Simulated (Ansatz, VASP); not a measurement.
Cd4Te: VASP beside Ansatz

```
Cd Te
1.0
    -3.46752    3.46752    3.46752
     3.46752   -3.46752    3.46752
     3.46752    3.46752   -3.46752
Cd Te
4 1
Direct
  0.00000 0.00000 0.50000
  0.00000 0.50000 0.00000
  0.50000 0.00000 0.00000
  0.50000 0.50000 0.50000
  0.00000 0.00000 0.00000
```

Change from the starting cell: species swapped into the MnGa4 type (Im-3m, No. 229).

Alike in both runs: functional PBE; k mesh 4 × 4 × 4; occupations gaussian, width 0.1 eV; no spin polarisation.

Ansatz relaxed the structure, and its values are those at the end. VASP's run is a single point on that final structure, the one shown.

|  | VASP | Ansatz |
| --- | --- | --- |
| version | VASP 6.6.1 | Ansatz 0.2.0 |
| potentials or method | VASP PAW PBE potentials, release 64 (Cd, Te), cutoff 520 eV | scalar-relativistic, plane waves, PAW |
| valence electrons in the cell | 54 | 96 |

VASP gave:

| Item | Value |
| --- | --- |
| gap on the k mesh at the Fermi level (eV) | none |
| pressure (GPa) | 0.5 |

Problem. Estimate Ansatz's values.

Solution. gap on the k mesh at the Fermi level (eV): none; pressure (GPa): 0.4.

A gap of «none» marks a metal or a gap that the smearing closes. VASP's potentials hold 54 valence electrons a cell and Ansatz's 96, so a difference there can come from the potentials and not from the codes.

Spin-orbit coupling is off throughout.
